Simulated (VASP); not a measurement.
TiC, 32 atoms in the cell. The cell holds a slab with vacuum, 32 atoms: a = 6.069 Å, b = 6.069 Å, c = 22.437 Å, α = 90.00°, β = 90.00°, γ = 90.00°. 

| Quantity | Value |
| --- | --- |
| Program | VASP 6.6.1 |
| Task | single point |
| Functional | PBE |
| Dispersion | D3(BJ) |
| Potentials or basis | VASP PAW PBE potentials, release 64 (Ti_sv, C) |
| Cutoff | 520 eV |
| k mesh | 3 × 3 × 1 |
| Occupations | gaussian, width 0.1 eV |
| Spin | no spin polarisation |
| Dipole correction | yes |
| Further INCAR settings | LREAL = Auto; ALGO = Normal; EDIFF = 1e-06; NBANDS = 150 |

Potentials or basis: VASP PAW PBE potentials, release 64 (Ti_sv, C).

The run is started by

```bash
$ cat potpaw_PBE.64/Ti_sv/POTCAR potpaw_PBE.64/C/POTCAR > POTCAR
$ mpirun -np 1 vasp_std > vasp.out
```

Hardware: 1 thread of Intel Xeon 8259CL, with other jobs on the host.

**Question.** Estimate the wall time of this run.

**Answer.** It took 41 min on 1 thread of Intel Xeon 8259CL (shared host), peak memory 0.88 GiB. Counts: scf iterations 33, k points 3.
